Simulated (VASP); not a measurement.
# Hf (Fm-3m) in VASP: notebook, part 2 of 2

VASP 6.6.1. Earlier steps stand in the parts before.

**3. Relaxation of cell and atoms, r2SCAN**

This run uses another cell than the first one, of 20.93 Å³/atom, 0.932 times its volume.

Input file POSCAR:

```
Hf
1.0
    0.0000000000      2.1874114473      2.1874114473
    2.1874114473      0.0000000000      2.1874114473
    2.1874114473      2.1874114473      0.0000000000
Hf
1
Direct
    0.0000000000      0.0000000000      0.0000000000
```

Input file INCAR.step1:

```
ALGO = Normal
EDIFF = 1E-4
ENCUT = 600
GGA = PE
ISMEAR = 0
LASPH = T
LCHARG = F
LREAL = F
LWAVE = T
NELM = 60
PREC = Accurate
SIGMA = 0.1
```

Input file INCAR.step2:

```
ALGO = Normal
EDIFF = 1E-6
EDIFFG = -0.05
ENCUT = 600
IBRION = 2
ISIF = 3
ISMEAR = 0
ISTART = 1
LASPH = T
LCHARG = F
LMIXTAU = T
LREAL = F
LWAVE = F
METAGGA = R2SCAN
NELM = 60
NSW = 80
PREC = Accurate
SIGMA = 0.1
```

Input file KPOINTS:

```
k-points
0
Gamma
  8 8 8
```

Potentials or basis: VASP PAW PBE potentials, release 64 (Hf_pv).

Launch:

```
cat potpaw_PBE.64/Hf_pv/POTCAR > POTCAR
cp INCAR.step1 INCAR
mpirun -np 1 vasp_std > vasp.out
cp INCAR.step2 INCAR
mpirun -np 1 vasp_std > vasp.out
```

OUTCAR:

```text
EDIFF = 1E-6
   EDIFFG = -0.05
   ENCUT = 600
   IBRION = 2
   ISIF = 3
   ISMEAR = 0
   ISTART = 1
   LASPH = T
   LREAL = F
   METAGGA = R2SCAN
   NELM = 60
   NSW = 80
   PREC = Accurate

 ion  position               nearest neighbor table
   1  0.000  0.000  0.000-

  LATTYP: Found a face centered cubic cell.
 ALAT       =     4.3748228946

  Lattice vectors:

 A1 = (   0.0000000000,   2.1874114473,   2.1874114473)
 A2 = (   2.1874114473,   0.0000000000,   2.1874114473)
 A3 = (   2.1874114473,   2.1874114473,   0.0000000000)

Analysis of symmetry for initial positions (statically):
=====================================================================
 Subroutine PRICEL returns:
 Original cell was already a primitive cell.

 Routine SETGRP: Setting up the symmetry group for a
 face centered cubic supercell.

 Subroutine GETGRP returns: Found 48 space group operations
 (whereof 48 operations were pure point group operations)
 out of a pool of 48 trial point group operations.

The static configuration has the point symmetry O_h .

Analysis of symmetry for dynamics (positions and initial velocities):
=====================================================================
 Subroutine PRICEL returns:
 Original cell was already a primitive cell.

 Routine SETGRP: Setting up the symmetry group for a
 face centered cubic supercell.

 Subroutine GETGRP returns: Found 48 space group operations
 (whereof 48 operations were pure point group operations)
 out of a pool of 48 trial point group operations.

The dynamic configuration has the point symmetry O_h .

 Subroutine INISYM returns: Found 48 space group operations
 (whereof 48 operations are pure point group operations),
 and found     1 'primitive' translations

----------------------------------------------------------------------------------------

                                     Primitive cell

  volume of cell :      20.9325

  direct lattice vectors                    reciprocal lattice vectors
     0.000000000  2.187411447  2.187411447    -0.228580682  0.228580682  0.228580682
     2.187411447  0.000000000  2.187411447     0.228580682 -0.228580682  0.228580682
     2.187411447  2.187411447  0.000000000     0.228580682  0.228580682 -0.228580682

  length of vectors
     3.093466935  3.093466935  3.093466935     0.395913355  0.395913355  0.395913355

  position of ions in fractional coordinates (direct lattice)
     0.000000000  0.000000000  0.000000000

  ion indices of the primitive-cell ions
   primitive index   ion index
                 1           1

----------------------------------------------------------------------------------------

 KPOINTS: k-points

Automatic generation of k-mesh.
 Grid dimensions read from file:
 generate k-points for:    8    8    8
[... 23 lines left out ...]
  0.250000  0.000000  0.000000      8.000000
  0.375000  0.000000  0.000000      8.000000
  0.500000  0.000000  0.000000      4.000000
  0.125000  0.125000  0.000000      6.000000
[... 16 lines left out ...]
  0.500000  0.250000  0.125000     48.000000
 -0.375000  0.250000  0.125000     24.000000
 [... further k-points ...]
   k-points           NKPTS =     29   k-points in BZ     NKDIM =     29   number of bands    NBANDS=      9
   number of dos      NEDOS =    301   number of ions     NIONS =      1
   total plane-waves  NPLWV =  21952
   dimension x,y,z NGX =    28 NGY =   28 NGZ =   28
   dimension x,y,z NGXF=    56 NGYF=   56 NGZF=   56
   ions per type =               1
   NGX,Y,Z   is equivalent  to a cutoff of  15.05, 15.05, 15.05 a.u.
   NGXF,Y,Z  is equivalent  to a cutoff of  30.09, 30.09, 30.09 a.u.
 SYSTEM =  unknown system
   PREC   = accura    normal or accurate (medium, high low for compatibility)
   ISTART =      1    job   : 0-new  1-cont  2-samecut
   ICHARG =      0    charge: 1-file 2-atom 10-const
   ISPIN  =      1    spin polarized calculation?
   LNONCOLLINEAR =      F non collinear calculations
   LSORBIT =      F    spin-orbit coupling
   LASPH  =      T    aspherical Exc in radial PAW
   ENCUT  =  600.0 eV  44.10 Ry    6.64 a.u.   6.18  6.18  6.18*2*pi/ulx,y,z
   NELM   =     60;   NELMIN=  2; NELMDL=  0     # of ELM steps
   EDIFF  = 0.1E-05   stopping-criterion for ELM
   LREAL  =      F    real-space projection
   EDIFFG = -.5E-01   stopping-criterion for IOM
   NSW    =     80    number of steps for IOM
   IBRION =      2    ionic relax: 0-MD 1-quasi-New 2-CG
   NFREE  =      1    steps in history (QN), initial steepest desc. (CG)
   ISIF   =      3    stress and relaxation
   ISYM   =      2    0-nonsym 1-usesym 2-fastsym
   POTIM  = 0.5000    time-step for ionic-motion
   TEBEG  =    0.0;   TEEND  =   0.0 temperature during run
   PSTRESS=    0.0 pullay stress
   NELECT =      10.0000    total number of electrons
   NUPDOWN=      -1.0000    fix difference up-down
   EMIN   =  10.00;   EMAX   =-10.00  energy-range for DOS
   EFERMI =   0.00;   METHOD = LEGACY
   ISMEAR =     0;   SIGMA  =   0.10  broadening in eV -4-tet -1-fermi 0-gaus
   EFERMI_NEDOS =   21; number of points for ismear=-14 and -15
   IALGO  =     38    algorithm
   IMIX   =      4    mixing-type and parameters
     AMIX     =   0.40;   BMIX     =  1.00
     AMIX_MAG =   1.60;   BMIX_MAG =  1.00
  volume/ion in A,a.u.               =      20.93       141.26
  Fermi-wavevector in a.u.,A,eV,Ry     =   1.279777  2.418428 22.284024  1.637830
  Thomas-Fermi vector in A             =   2.412243
   LORBIT       =      0    0 simple, 1 ext, 2 COOP (PROOUT), +10 PAW based schemes
   METAGGA = R2SCAN    functional components
   LHFCALC =     F    Hartree Fock is set to
   AEXX    =    0.0000 exact exchange contribution
   IVDW    =     0    specifies the selected vdW correction
   LEPSILON=     F    determine dielectric tensor
   LRPA    =     F    only Hartree local field effects (RPA)
 conjugate gradient relaxation of ions
 non-spin polarized calculation
 Gauss-broadening in eV      SIGMA  =   0.10
  energy-cutoff  :      600.00
  volume of cell :       20.93
 maximum number of plane-waves:       725
 NGX is ok and might be reduce to    28
   NGX = 13   NGY = 13   NGZ = 13

--------------------------------------- Ionic step        1  -------------------------------------------

 number of electron      10.0000000 magnetization

 Free energy of the ion-electron system (eV)
  ---------------------------------------------------
  ext. energy  EPLUGINS =         0.00000000
  ---------------------------------------------------
  free energy    TOTEN  =       -45.02746025 eV

  energy without entropy =      -45.02284324  energy(sigma->0) =      -45.02515174

------------------------ aborting loop because EDIFF is reached ----------------------------------------

  FORCE on cell =-STRESS in cart. coord.  units (eV):
  Direction    XX          YY          ZZ          XY          YZ          ZX
  --------------------------------------------------------------------------------------
  -------------------------------------------------------------------------------------
  Total        0.9902264      0.9902264      0.9902264     -0.0000000      0.0000000      0.0000000
  in kB       75.7920502     75.7920502     75.7920502     -0.0000000      0.0000000      0.0000000
  external PRESSURE =      75.7920502 kB  Pullay stress =       0.0000000 kB
[... 57 lines left out ...]
--------------------------------------- Ionic step        3  -------------------------------------------

 number of electron      10.0000001 magnetization

 Free energy of the ion-electron system (eV)
  ---------------------------------------------------
  ext. energy  EPLUGINS =         0.00000000
  ---------------------------------------------------
  free energy    TOTEN  =       -45.06027670 eV

  energy without entropy =      -45.05342568  energy(sigma->0) =      -45.05685119

 E-fermi :   4.6715     XC(G=0): -12.1659

 val. band max:        4.6480712913   @ k =  -0.2500   0.2500   0.0000
 cond. band min:       4.7592098884   @ k =   0.2500   0.0000   0.0000
 fundamental gap:      0.1111385971
 Fermi energy:         4.6714616464

 k-point     1 :       0.0000    0.0000    0.0000
  band No.  band energies     occupation
      1     -26.5304      2.00000
      2     -26.5304      2.00000
      3     -26.5304      2.00000
      4      -2.9522      2.00000
      5       6.1964      0.00000
      6       6.1964      0.00000
      7       6.1964      0.00000
      8       9.1896      0.00000
      9       9.1896      0.00000
[... 265 lines left out ...]
 k-point    24 :      -0.3750    0.2500    0.1250
  band No.  band energies     occupation
      1     -27.2517      2.00000
      2     -26.8620      2.00000
      3     -26.7100      2.00000
      4       2.2532      2.00000
      5       3.6795      2.00000
      6       5.0025      0.00000
      7       7.2160      0.00000
      8      10.6499      0.00000
      9      12.7161      0.00000

 [... further k-points ...]
[... 5 lines left out ...]
  --------------------------------------------------------------------------------------
  -------------------------------------------------------------------------------------
  Total       -0.0162711     -0.0162711     -0.0162711     -0.0000000      0.0000000     -0.0000000
  in kB       -1.1638045     -1.1638045     -1.1638045     -0.0000000      0.0000000     -0.0000000
  external PRESSURE =      -1.1638045 kB  Pullay stress =       0.0000000 kB
[... 16 lines left out ...]
  FREE ENERGIE OF THE ION-ELECTRON SYSTEM (eV)
  ---------------------------------------------------
  free  energy   TOTEN  =       -45.0602767011 eV

  energy  without entropy=      -45.0534256760  energy(sigma->0) =      -45.05685119

 reached required accuracy - stopping structural energy minimisation
```

OUTCAR.step1:

```text
EDIFF = 1E-4
   ENCUT = 600
   GGA = PE
   ISMEAR = 0
   LASPH = T
[... 504 lines left out ...]

 POSITION                                       TOTAL-FORCE (eV/Angst)
 -----------------------------------------------------------------------------------
      0.00000      0.00000      0.00000         0.000000      0.000000      0.000000
 -----------------------------------------------------------------------------------
    total drift:                               -0.000000     -0.000000     -0.000000

  FREE ENERGIE OF THE ION-ELECTRON SYSTEM (eV)
  ---------------------------------------------------
  free  energy   TOTEN  =        -9.8084985973 eV

  energy  without entropy=       -9.7997417996  energy(sigma->0) =       -9.80412020
```

Run time: 70 s. Hardware: 1 thread of Intel Xeon Platinum 8488C (Sapphire Rapids), shared host; peak memory 0.17 GiB.

What came out:

* Free energy: -45.0603 eV
* Relaxed volume: 22.40 Å³/atom
* Relaxed cell: a = 3.164 Å, b = 3.164 Å, c = 3.164 Å, α = 60.00°, β = 60.00°, γ = 60.00°
* Space group after relaxing (to 0.05 Å): Fm-3m (No. 225)
* Energy gained by relaxing: 32.8 meV/atom
* Ionic steps: 3
* Pressure after relaxing: -0.1 GPa
* Band gap on the k mesh: zero (band 5 reaches 6.20 eV, above the bottom of band 6 at 4.16 eV)

The path:
| step | energy change (eV) | largest force (eV/Å) | pressure (GPa) | volume (Å³) |
| --- | --- | --- | --- | --- |
| 1 | 0.0000 | 0.0000 | 7.58 | 20.93 |
| 2 | 0.0049 | 0.0000 | -6.79 | 24.08 |
| 3 | -0.0328 | 0.0000 | -0.12 | 22.40 |

Final structure:
```xyz
1
Lattice="0.0000 2.2374 2.2374 2.2374 0.0000 2.2374 2.2374 2.2374 0.0000" Properties=species:S:1:pos:R:3 pbc="T T T"
Hf    0.0000    0.0000    0.0000
```

Caveat: the PAW data sets were made with another functional, which shifts forces and pressure a little; spin-orbit coupling is left out, which moves the levels of the heavy elements. Zero-point motion and thermal expansion aren't in these numbers.

**4. Relaxation of cell and atoms, r2SCAN**

This run uses another cell than the first one, of 22.60 Å³/atom, 1.006 times its volume.

Input file POSCAR:

```
Hf
1.0
    0.0000000000      2.2441030966      2.2441030966
    2.2441030966      0.0000000000      2.2441030966
    2.2441030966      2.2441030966      0.0000000000
Hf
1
Direct
    0.0000000000      0.0000000000      0.0000000000
```

Input file INCAR.step1:

```
  ALGO = Normal
  EDIFF = 1E-4
  ENCUT = 600
  GGA = PE
  ISMEAR = 0
  LASPH = T
  LCHARG = F
  LREAL = F
  LWAVE = T
  NELM = 100
  PREC = Accurate
  SIGMA = 0.1
```

Input file INCAR.step2:

```
  ALGO = Normal
  EDIFF = 1E-7
  EDIFFG = -0.01
  ENCUT = 600
  IBRION = 2
  ISIF = 3
  ISMEAR = 0
  ISTART = 1
  LASPH = T
  LCHARG = F
  LMIXTAU = T
  LREAL = F
  LWAVE = F
  METAGGA = R2SCAN
  NELM = 100
  NSW = 80
  PREC = Accurate
  SIGMA = 0.1
```

Input file KPOINTS:

```
k-points
0
Gamma
  16 16 16
```

Potentials or basis: VASP PAW PBE potentials, release 64 (Hf_pv).

Launch:

```
cat potpaw_PBE.64/Hf_pv/POTCAR > POTCAR
cp INCAR.step1 INCAR
mpirun -np 1 vasp_std > vasp.out
cp INCAR.step2 INCAR
mpirun -np 1 vasp_std > vasp.out
```

OUTCAR:

```text
EDIFF = 1E-7
   EDIFFG = -0.01
   ENCUT = 600
   IBRION = 2
   ISIF = 3
   ISMEAR = 0
   ISTART = 1
   LASPH = T
   LREAL = F
   METAGGA = R2SCAN
   NELM = 100
   NSW = 80
   PREC = Accurate

 ion  position               nearest neighbor table
   1  0.000  0.000  0.000-

  LATTYP: Found a face centered cubic cell.
 ALAT       =     4.4882061932

  Lattice vectors:

 A1 = (   0.0000000000,   2.2441030966,   2.2441030966)
 A2 = (   2.2441030966,   0.0000000000,   2.2441030966)
 A3 = (   2.2441030966,   2.2441030966,   0.0000000000)

Analysis of symmetry for initial positions (statically):
=====================================================================
 Subroutine PRICEL returns:
 Original cell was already a primitive cell.

[... 248 lines left out ...]

 E-fermi :   4.6119     XC(G=0): -12.1763

 val. band max:        4.6052173953   @ k =   0.3750   0.0000   0.0000
 cond. band min:       4.6119056292   @ k =  -0.2500   0.0625   0.0000
 fundamental gap:      0.0066882339
 Fermi energy:         4.6118784964

 k-point     1 :       0.0000    0.0000    0.0000
  band No.  band energies     occupation
      1     -26.5040      2.00000
      2     -26.5040      2.00000
      3     -26.5040      2.00000
      4      -2.9459      2.00000
      5       6.2149      0.00000
      6       6.2149      0.00000
      7       6.2149      0.00000
      8       9.2128      0.00000
      9       9.2128      0.00000
[... 265 lines left out ...]
 k-point    24 :      -0.0625    0.0625    0.0000
  band No.  band energies     occupation
      1     -26.5862      2.00000
      2     -26.5276      2.00000
      3     -26.5097      2.00000
      4      -2.5717      2.00000
      5       5.8165      0.00000
      6       6.3887      0.00000
      7       6.3993      0.00000
      8       8.8521      0.00000
      9       9.1963      0.00000

 [... further k-points ...]
[... 5 lines left out ...]
  --------------------------------------------------------------------------------------
  -------------------------------------------------------------------------------------
  Total       -0.0007453     -0.0007453     -0.0007453     -0.0000000     -0.0000000      0.0000000
  in kB       -0.0534117     -0.0534117     -0.0534117     -0.0000000     -0.0000000      0.0000000
  external PRESSURE =      -0.0534117 kB  Pullay stress =       0.0000000 kB
[... 16 lines left out ...]
  FREE ENERGIE OF THE ION-ELECTRON SYSTEM (eV)
  ---------------------------------------------------
  free  energy   TOTEN  =       -45.0678860215 eV

  energy  without entropy=      -45.0599323663  energy(sigma->0) =      -45.06390919

 reached required accuracy - stopping structural energy minimisation
```

OUTCAR.step1:

```text
EDIFF = 1E-4
   ENCUT = 600
   GGA = PE
   ISMEAR = 0
   LASPH = T
[... 504 lines left out ...]

 POSITION                                       TOTAL-FORCE (eV/Angst)
 -----------------------------------------------------------------------------------
      0.00000      0.00000      0.00000         0.000000      0.000000      0.000000
 -----------------------------------------------------------------------------------
    total drift:                               -0.000000     -0.000000     -0.000000

  FREE ENERGIE OF THE ION-ELECTRON SYSTEM (eV)
  ---------------------------------------------------
  free  energy   TOTEN  =        -9.8550318019 eV

  energy  without entropy=       -9.8454409887  energy(sigma->0) =       -9.85023640
```

It took 5.4 min on 1 thread of Intel Xeon Platinum 8488C (Sapphire Rapids), shared host; peak memory 0.2 GiB.

What came out:

```yaml
Free_energy: -45.0679 eV
Relaxed_volume: 22.36 Å³/atom
Relaxed_cell: a = 3.162 Å, b = 3.162 Å, c = 3.162 Å, α = 60.00°, β = 60.00°, γ = 60.00°
Space_group_after_relaxing_to_0.05_Å: Fm-3m (No. 225)
Energy_gained_by_relaxing: 0.9 meV/atom
Ionic_steps: 3
Pressure_after_relaxing: 0.0 GPa
Band_gap_on_the_k_mesh: zero (band 5 reaches 6.21 eV, above the bottom of band 6 at 4.18 eV)
```

The path:
```tsv
step	energy change (eV)	largest force (eV/Å)	pressure (GPa)	volume (Å³)
1	0.0000	0.0000	-1.14	22.60
2	0.0002	0.0000	1.31	22.08
3	-0.0009	0.0000	-0.01	22.36
```

Final structure:
```yaml
crystal:
  lattice:
    - [0.00000, 2.23591, 2.23591]
    - [2.23591, 0.00000, 2.23591]
    - [2.23591, 2.23591, 0.00000]
  atoms:
    - { symbol: Hf, position: [0.00000, 0.00000, 0.00000] }
```

Levels at points of the mesh, in eV from the Fermi level:
```
           k point  band 1  band 2  band 3  band 4  band 5  band 6  band 7  band 8  band 9
(0.00, 0.00, 0.00)  -31.12  -31.12  -31.12   -7.56    1.60    1.60    1.60    4.60    4.60
(0.50, 0.00, 0.00)  -31.96  -31.23  -31.23   -3.74    0.37    1.41    1.41    6.69    6.69
(0.50, 0.50, 0.00)  -31.90  -31.42  -31.42   -3.32   -2.17    2.44    6.76    7.27    7.27
```

Caveat: the PAW data sets were made with another functional, which shifts forces and pressure a little; spin-orbit coupling is left out, which moves the levels of the heavy elements.

**5. The runs side by side**

| task | cell | k mesh | cutoff (eV) | gap on the mesh (eV) | pressure (GPa) | relaxed volume (Å³/atom) |
| --- | --- | --- | --- | --- | --- | --- |
| single point | a = 3.167 Å, angles 60.0°, 1 atom | 16 × 16 × 16 | 520 | none | -0.5 | - |
| relaxation of cell and atoms | relaxed from a = 3.093 Å, angles 60.0°, 1 atom | 8 × 8 × 8 | 600 | none | -0.1 | 22.40 |
| relaxation of cell and atoms | relaxed from a = 3.174 Å, angles 60.0°, 1 atom | 16 × 16 × 16 | 600 | none | 0.0 | 22.36 |

Alike in all rows: level r2SCAN; potentials or basis VASP PAW PBE potentials, release 64 (Hf_pv); no spin polarisation; smearing gaussian 0.1 eV.

Caveats: the PAW data sets were made with another functional, which shifts forces and pressure a little; spin-orbit coupling is left out, which moves the levels of the heavy elements.

Absolute energies hang on the potentials; compare differences alone.
